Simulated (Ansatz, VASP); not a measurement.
One calculation of As3RuW, two programs

```
CELL_PARAMETERS angstrom
4.81253 0.00000 0.00000
0.00000 4.81253 0.00000
0.00000 0.00000 4.81253
ATOMIC_POSITIONS crystal
As 0.00000 0.50000 0.50000
As 0.50000 0.00000 0.50000
As 0.50000 0.50000 0.00000
Ru 0.00000 0.00000 0.00000
W 0.50000 0.50000 0.50000
```

Alike in both runs: functional PBE; k mesh 8 × 8 × 8; occupations gaussian, width 0.1 eV; no spin polarisation.

Ansatz relaxed the structure, and its values are those at the end. VASP's run is a single point on that final structure, the one shown.

```csv
,VASP,Ansatz
version,VASP 6.6.1,Ansatz 0.2.0
potentials or method,"VASP PAW PBE potentials, release 64 (As, Ru_pv, W_sv), cutoff 520 eV","scalar-relativistic, plane waves, PAW"
valence electrons in the cell,43,75
```

Ansatz gave:

```
gap on the k mesh at the Fermi level (eV) : none
pressure (GPa)                            : 0.0
```

Question: What did VASP give for the same quantities?

Answer: gap on the k mesh at the Fermi level (eV): none; pressure (GPa): 0.1.

A gap of «none» marks a metal or a gap that the smearing closes. The functional is the same, so the differences come from potentials, cutoffs and numerics. VASP's potentials hold 43 valence electrons a cell and Ansatz's 75, so a difference there can come from the potentials and not from the codes.

Neither program's run includes spin-orbit coupling.
